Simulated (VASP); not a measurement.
# Cu (P6_3/mmc) in VASP: further runs, part 2 of 2

VASP 6.6.1. The steps go on from the part before.

### 4 Single point, PBEsol

This run uses another cell than the first one, of 10.75 Å³/atom.

Contents of INCAR:

```
SYSTEM = Cu
  ALGO = Normal
  EDIFF = 1E-6
  ENCUT = 520
  GGA = PS
  ISIF = 2
  ISMEAR = -1
  LASPH = .TRUE.
  LCHARG = .FALSE.
  LREAL = .FALSE.
  LWAVE = .FALSE.
  NBANDS = 18
  NELM = 80
  PREC = Accurate
  SIGMA = 0.05
```

Contents of KPOINTS:

```
k-points
0
G
  12 12 7
  0 0 0
```

Contents of POSCAR:

```
Cu
1.0
    2.4793062768      0.0000000000      0.0000000000
   -1.2396531384      2.1471422195      0.0000000000
    0.0000000000      0.0000000000      4.0393711963
Cu
2
Direct
    0.6666666667      0.3333333333      0.7500000000
    0.3333333333      0.6666666667      0.2500000000
```

Potentials or basis: VASP PAW PBE potentials, release 64 (Cu).

Run with:

```console
cat potpaw_PBE.64/Cu/POTCAR > POTCAR
mpirun -np 1 vasp_std > vasp.out
```

OUTCAR:

```text
SYSTEM = Cu
   EDIFF = 1E-6
   ENCUT = 520
   GGA = PS
   ISIF = 2
   ISMEAR = -1
   LASPH = .TRUE.
   LREAL = .FALSE.
   NELM = 80
   PREC = Accurate

 ion  position               nearest neighbor table
   1  0.667  0.333  0.750-   2 2.48   2 2.48   2 2.48   2 2.48   2 2.48   2 2.48
   2  0.333  0.667  0.250-   1 2.48   1 2.48   1 2.48   1 2.48   1 2.48   1 2.48

  LATTYP: Found a hexagonal cell.
 ALAT       =     2.4793062768
 C/A-ratio  =     1.6292344492

  Lattice vectors:

 A1 = (   2.4793062768,   0.0000000000,   0.0000000000)
 A2 = (  -1.2396531384,   2.1471422195,   0.0000000000)
 A3 = (   0.0000000000,   0.0000000000,   4.0393711963)

Analysis of symmetry for initial positions (statically):
=====================================================================
 Subroutine PRICEL returns:
 Original cell was already a primitive cell.

 Routine SETGRP: Setting up the symmetry group for a
 hexagonal supercell.

 Subroutine GETGRP returns: Found 24 space group operations
 (whereof 12 operations were pure point group operations)
 out of a pool of 24 trial point group operations.

The static configuration has the point symmetry D_3d.
 The point group associated with its full space group is D_6h.

Analysis of symmetry for dynamics (positions and initial velocities):
=====================================================================
 Subroutine PRICEL returns:
 Original cell was already a primitive cell.

 Routine SETGRP: Setting up the symmetry group for a
 hexagonal supercell.

 Subroutine GETGRP returns: Found 24 space group operations
 (whereof 12 operations were pure point group operations)
 out of a pool of 24 trial point group operations.

The dynamic configuration has the point symmetry D_3d.
 The point group associated with its full space group is D_6h.

 Subroutine INISYM returns: Found 24 space group operations
 (whereof 12 operations are pure point group operations),
 and found     1 'primitive' translations

----------------------------------------------------------------------------------------

                                     Primitive cell

  volume of cell :      21.5033

  direct lattice vectors                    reciprocal lattice vectors
     2.479306277  0.000000000  0.000000000     0.403338631  0.232867667  0.000000000
    -1.239653138  2.147142220  0.000000000     0.000000000  0.465735335  0.000000000
     0.000000000  0.000000000  4.039371196     0.000000000  0.000000000  0.247563284

  length of vectors
     2.479306277  2.479306277  4.039371196     0.465735335  0.465735335  0.247563284

  position of ions in fractional coordinates (direct lattice)
     0.666666667  0.333333333  0.750000000
     0.333333333  0.666666667  0.250000000

  ion indices of the primitive-cell ions
   primitive index   ion index
                 1           1
                 2           2

----------------------------------------------------------------------------------------

 KPOINTS: k-points

Automatic generation of k-mesh.
 Grid dimensions read from file:
 generate k-points for:   12   12    7

 Generating k-lattice:

  Cartesian coordinates                     Fractional coordinates (reciprocal lattice)
     0.033611553  0.019405639  0.000000000     0.083333333  0.000000000  0.000000000
     0.000000000  0.038811278  0.000000000     0.000000000  0.083333333  0.000000000
     0.000000000  0.000000000  0.035366183     0.000000000  0.000000000  0.142857143

  Length of vectors
     0.038811278  0.038811278  0.035366183

  Shift w.r.t. Gamma in fractional coordinates (k-lattice)
     0.000000000  0.000000000  0.000000000

 Subroutine IBZKPT returns following result:
 ===========================================

 Found     76 irreducible k-points:

 Following reciprocal coordinates:
            Coordinates               Weight
  0.000000  0.000000  0.000000      1.000000
  0.083333  0.000000  0.000000      6.000000
  0.166667  0.000000  0.000000      6.000000
  0.250000  0.000000  0.000000      6.000000
  0.333333  0.000000  0.000000      6.000000
  0.416667  0.000000  0.000000      6.000000
[... 16 lines left out ...]
  0.250000  0.000000  0.142857     12.000000
  0.333333  0.000000  0.142857     12.000000
 [... further k-points ...]
   k-points           NKPTS =     76   k-points in BZ     NKDIM =     76   number of bands    NBANDS=     18
   number of dos      NEDOS =    301   number of ions     NIONS =      2
   total plane-waves  NPLWV =   9720
   dimension x,y,z NGX =    18 NGY =   18 NGZ =   30
   dimension x,y,z NGXF=    36 NGYF=   36 NGZF=   60
   ions per type =               2
   NGX,Y,Z   is equivalent  to a cutoff of  12.07, 12.07, 12.35 a.u.
   NGXF,Y,Z  is equivalent  to a cutoff of  24.14, 24.14, 24.69 a.u.
 SYSTEM =  Cu
   PREC   = accura    normal or accurate (medium, high low for compatibility)
   ISTART =      0    job   : 0-new  1-cont  2-samecut
   ICHARG =      2    charge: 1-file 2-atom 10-const
   ISPIN  =      1    spin polarized calculation?
   LNONCOLLINEAR =      F non collinear calculations
   LSORBIT =      F    spin-orbit coupling
   LASPH  =      T    aspherical Exc in radial PAW
   ENCUT  =  520.0 eV  38.22 Ry    6.18 a.u.   4.61  4.61  7.51*2*pi/ulx,y,z
   NELM   =     80;   NELMIN=  2; NELMDL= -5     # of ELM steps
   EDIFF  = 0.1E-05   stopping-criterion for ELM
   LREAL  =      F    real-space projection
   EDIFFG = 0.1E-04   stopping-criterion for IOM
   NSW    =      0    number of steps for IOM
   IBRION =     -1    ionic relax: 0-MD 1-quasi-New 2-CG
   NFREE  =      0    steps in history (QN), initial steepest desc. (CG)
   ISIF   =      2    stress and relaxation
   ISYM   =      2    0-nonsym 1-usesym 2-fastsym
   POTIM  = 0.5000    time-step for ionic-motion
   TEBEG  =    0.0;   TEEND  =   0.0 temperature during run
   PSTRESS=    0.0 pullay stress
   NELECT =      22.0000    total number of electrons
   NUPDOWN=      -1.0000    fix difference up-down
   EMIN   =  10.00;   EMAX   =-10.00  energy-range for DOS
   EFERMI =   0.00;   METHOD = LEGACY
   ISMEAR =    -1;   SIGMA  =   0.05  broadening in eV -4-tet -1-fermi 0-gaus
   EFERMI_NEDOS =   21; number of points for ismear=-14 and -15
   IALGO  =     38    algorithm
   IMIX   =      4    mixing-type and parameters
     AMIX     =   0.40;   BMIX     =  1.00
     AMIX_MAG =   1.60;   BMIX_MAG =  1.00
  volume/ion in A,a.u.               =      10.75        72.56
  Fermi-wavevector in a.u.,A,eV,Ry     =   1.649608  3.117307 37.024272  2.721207
  Thomas-Fermi vector in A             =   2.738699
   LORBIT       =      0    0 simple, 1 ext, 2 COOP (PROOUT), +10 PAW based schemes
   GGA     = PS    functional components
   LHFCALC =     F    Hartree Fock is set to
   AEXX    =    0.0000 exact exchange contribution
   IVDW    =     0    specifies the selected vdW correction
   LEPSILON=     F    determine dielectric tensor
   LRPA    =     F    only Hartree local field effects (RPA)
 non-spin polarized calculation
  energy-cutoff  :      520.00
  volume of cell :       21.50
 maximum number of plane-waves:       591
   NGX =  9   NGY =  9   NGZ = 15

 number of electron      21.9999982 magnetization

 Free energy of the ion-electron system (eV)
  ---------------------------------------------------
  ext. energy  EPLUGINS =         0.00000000
  ---------------------------------------------------
  free energy    TOTEN  =        -8.54622762 eV

  energy without entropy =       -8.53846808  energy(sigma->0) =       -8.54234785

 E-fermi :   8.5744     XC(G=0): -13.4654

 val. band max:        8.5356558049   @ k =   0.0833   0.0833   0.1429
 cond. band min:       8.5748717353   @ k =   0.3333   0.1667   0.2857
 fundamental gap:      0.0392159304
 Fermi energy:         8.5743710606

 k-point     1 :       0.0000    0.0000    0.0000
  band No.  band energies     occupation
      1      -1.5114      2.00000
      2       2.9700      2.00000
      3       5.2917      2.00000
      4       5.3534      2.00000
      5       5.3534      2.00000
      6       5.5985      2.00000
[... 10 lines left out ...]
     17      33.3395      0.00000
     18      33.3406      0.00000

 k-point     2 :       0.0833    0.0000    0.0000
  band No.  band energies     occupation
      1      -1.2717      2.00000
      2       3.1104      2.00000
      3       5.1470      2.00000
      4       5.4468      2.00000
      5       5.4690      2.00000
      6       5.5574      2.00000
[... 10 lines left out ...]
     17      33.8712      0.00000
     18      34.2641      0.00000
[... 442 lines left out ...]
 k-point    24 :       0.3333    0.0000    0.1429
  band No.  band energies     occupation
      1       1.9434      2.00000
      2       3.7827      2.00000
      3       4.0845      2.00000
      4       4.7457      2.00000
      5       5.3432      2.00000
      6       5.4512      2.00000
[... 10 lines left out ...]
     17      26.9222      0.00000
     18      29.6133      0.00000

 [... further k-points ...]
[... 5 lines left out ...]
  --------------------------------------------------------------------------------------
  -------------------------------------------------------------------------------------
  Total        1.4393558      1.4393558      1.4251020     -0.0000000      0.0000000      0.0000000
  in kB      107.2442457    107.2442457    106.1822141     -0.0000000      0.0000000      0.0000000
  external PRESSURE =     106.8902352 kB  Pullay stress =       0.0000000 kB

 VOLUME and BASIS-vectors are now :
 -----------------------------------------------------------------------------
  energy-cutoff  :      520.00
  volume of cell :       21.50
      direct lattice vectors                 reciprocal lattice vectors
     2.479306277  0.000000000  0.000000000     0.403338631  0.232867667  0.000000000
    -1.239653138  2.147142220  0.000000000     0.000000000  0.465735335  0.000000000
     0.000000000  0.000000000  4.039371196     0.000000000  0.000000000  0.247563284

 POSITION                                       TOTAL-FORCE (eV/Angst)
 -----------------------------------------------------------------------------------
      1.23965      0.71571      3.02953         0.000000     -0.000000      0.000000
     -0.00000      1.43143      1.00984        -0.000000      0.000000      0.000000
 -----------------------------------------------------------------------------------
    total drift:                               -0.000000      0.000000     -0.000000

  FREE ENERGIE OF THE ION-ELECTRON SYSTEM (eV)
  ---------------------------------------------------
  free  energy   TOTEN  =        -8.5462276218 eV

  energy  without entropy=       -8.5384680791  energy(sigma->0) =       -8.54234785
```

OSZICAR:

```text
N       E                     dE             d eps       ncg     rms          rms(c)
DAV:   1     0.117088958603E+03    0.11709E+03   -0.10549E+04  3032   0.223E+03
DAV:   2    -0.498430599661E+01   -0.12207E+03   -0.11568E+03  2736   0.288E+02
DAV:   3    -0.107289140821E+02   -0.57446E+01   -0.55552E+01  3074   0.851E+01
DAV:   4    -0.107883540201E+02   -0.59440E-01   -0.59401E-01  3232   0.917E+00
DAV:   5    -0.107891312203E+02   -0.77720E-03   -0.77718E-03  3388   0.927E-01    0.120E+01
DAV:   6    -0.929816418064E+01    0.14910E+01   -0.12203E+01  2890   0.104E+02    0.542E+00
DAV:   7    -0.857891908875E+01    0.71925E+00   -0.22749E+00  3004   0.411E+01    0.884E-01
DAV:   8    -0.855018831829E+01    0.28731E-01   -0.15453E-02  3196   0.149E+00    0.455E-01
DAV:   9    -0.854618634665E+01    0.40020E-02   -0.43516E-03  3510   0.196E+00    0.239E-02
DAV:  10    -0.854622430770E+01   -0.37961E-04   -0.20668E-04  3534   0.183E-01    0.538E-03
DAV:  11    -0.854622799806E+01   -0.36904E-05   -0.26903E-06  2870   0.236E-02    0.397E-03
DAV:  12    -0.854622762179E+01    0.37627E-06   -0.92458E-07  1778   0.239E-02
   1 F= -.85462276E+01 E0= -.85423479E+01  d E =-.775954E-02
```

Run time: 36 s. Hardware: 1 thread of Intel Xeon 8259CL, shared host; peak memory 0.14 GiB.

Results:

```yaml
Free_energy: -8.5462 eV
Pressure: 10.7 GPa
Band_gap_on_the_k_mesh: zero (bands 11 and 12 overlap by 6.20 eV)
```

Stress tensor (GPa, compression positive):
```
10.72  0.00  0.00
 0.00 10.72  0.00
 0.00  0.00 10.62
```

Levels at points of the mesh, in eV from the Fermi level:
```tsv
k point	band 7	band 8	band 9	band 10	band 11	band 12	band 13	band 14	band 15	band 16
(0.00, 0.00, 0.00)	-2.98	-2.66	-2.66	-1.79	-1.79	-1.26	4.31	22.11	23.15	23.15
(0.50, 0.00, 0.00)	-2.94	-1.68	-1.62	-1.56	0.02	1.78	8.23	8.73	11.31	11.98
```

Caveat: the cell stands under pressure; the PAW data sets were made with another functional, which shifts forces and pressure a little.

### 5 Single point, PBEsol

This run uses another cell than the first one, of 11.02 Å³/atom.

Contents of INCAR:

```
SYSTEM = Cu
  PREC = Accurate
  ENCUT = 520
  EDIFF = 1E-6
  ISMEAR = -1
  SIGMA = 0.05
  LREAL = .FALSE.
  LASPH = .TRUE.
  NELM = 100
  ALGO = Normal
  ISIF = 2
  LWAVE = .FALSE.
  LCHARG = .FALSE.
  GGA = PS
  NBANDS = 18
```

Contents of KPOINTS:

```
Automatic mesh
0
G
  12 12 7
  0 0 0
```

Contents of POSCAR:

```
Cu
1.0
    2.5004429946      0.0000000000      0.0000000000
   -1.2502214973      2.1654471541      0.0000000000
    0.0000000000      0.0000000000      4.0709006785
Cu
2
Direct
    0.6666666667      0.3333333333      0.7500000000
    0.3333333333      0.6666666667      0.2500000000
```

Run with:

```console
cat potpaw_PBE.64/Cu/POTCAR > POTCAR
mpirun -np 1 vasp_std > vasp.out
```

It took 39 s on 1 thread of Intel Xeon 8259CL, shared host; peak memory 0.14 GiB.

The run converged. Its results:

```yaml
Free_energy: -8.5741 eV
Pressure: 5.7 GPa
Band_gap_on_the_k_mesh: zero (bands 11 and 12 overlap by 6.10 eV)
```

Levels at points of the mesh, in eV from the Fermi level:
| k point | band 7 | band 8 | band 9 | band 10 | band 11 | band 12 | band 13 | band 14 | band 15 | band 16 |
| --- | --- | --- | --- | --- | --- | --- | --- | --- | --- | --- |
| (0.00, 0.00, 0.00) | -2.90 | -2.59 | -2.59 | -1.75 | -1.75 | -1.17 | 4.19 | 21.90 | 22.74 | 22.74 |
| (0.50, 0.00, 0.00) | -2.86 | -1.65 | -1.59 | -1.54 | 0.03 | 1.72 | 8.11 | 8.58 | 11.15 | 11.72 |

Caveat: the cell stands under pressure; the PAW data sets were made with another functional, which shifts forces and pressure a little.

### 6 Overview

| cell | gap on the mesh (eV) | pressure (GPa) |
| --- | --- | --- |
| a = 2.415, b = 2.415, c = 3.939 Å, angles 90.0, 90.0, 120.0°, 2 atoms | none | 30.7 |
| a = 2.444, b = 2.444, c = 3.984 Å, angles 90.0, 90.0, 120.0°, 2 atoms | none | 20.7 |
| a = 2.479, b = 2.479, c = 4.039 Å, angles 90.0, 90.0, 120.0°, 2 atoms | none | 10.7 |
| a = 2.500, b = 2.500, c = 4.071 Å, angles 90.0, 90.0, 120.0°, 2 atoms | none | 5.7 |

Alike in all rows: task single point; level PBEsol; potentials or basis VASP PAW PBE potentials, release 64 (Cu); no spin polarisation; k mesh 12 × 12 × 7; cutoff (eV) 520; smearing fermi-dirac 0.05 eV.

Caveats: the cell stands under pressure; the PAW data sets were made with another functional, which shifts forces and pressure a little.

Absolute energies hang on the potentials; compare differences alone.
